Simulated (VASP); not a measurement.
# Al4Si: single point with PBEsol

Al4Si, a slab with vacuum:

```
Al Si
1.0
     2.83945    0.00000    0.00000
     0.00000    2.83945    0.00000
     0.00000    0.00000   24.03120
Al Si
4 1
Direct
  0.00000 0.00000 0.33023
  0.50000 0.50000 0.41494
  0.50000 0.50000 0.58506
  0.00000 0.00000 0.66977
  0.00000 0.00000 0.50000
```

```
Program             : VASP 6.6.1
Task                : single point
Functional          : PBEsol
Potentials or basis : VASP PAW PBE potentials, release 64 (Al, Si)
Cutoff              : 520 eV
k mesh              : 14 × 14 × 1
Occupations         : fermi-dirac, width 0.08 eV
Spin                : no spin polarisation
```

```json
{
 "Largest force": "0.271 eV/Å",
 "Band gap on the k mesh": "zero (bands 8 and 9 overlap by 3.82 eV)"
}
```

Forces in eV/Å, atoms in the order of the input:
```
Al   0.000  0.000  0.101
Al   0.000  0.000  0.271
Al   0.000  0.000 -0.271
Al   0.000  0.000 -0.101
Si   0.000  0.000  0.000
```

Levels at points of the mesh, in eV from the Fermi level:
| k point | band 5 | band 6 | band 7 | band 8 | band 9 | band 10 | band 11 | band 12 |
| --- | --- | --- | --- | --- | --- | --- | --- | --- |
| (0.00, 0.00, 0.00) | -4.43 | -2.52 | 0.50 | 2.75 | 3.89 | 4.36 | 4.36 | 4.79 |
| (0.50, 0.00, 0.00) | -4.67 | -4.36 | -2.70 | -2.01 | -0.44 | 0.41 | 1.20 | 2.45 |
| (0.50, 0.50, 0.00) | -1.75 | -1.25 | -0.94 | -0.86 | -0.86 | -0.05 | 0.46 | 0.92 |

Run time: 3.7 min on 1 thread of Intel Xeon 8259CL (shared host), peak memory 0.35 GiB.

Caveat: the PAW data sets were made with another functional, which shifts forces and pressure a little.
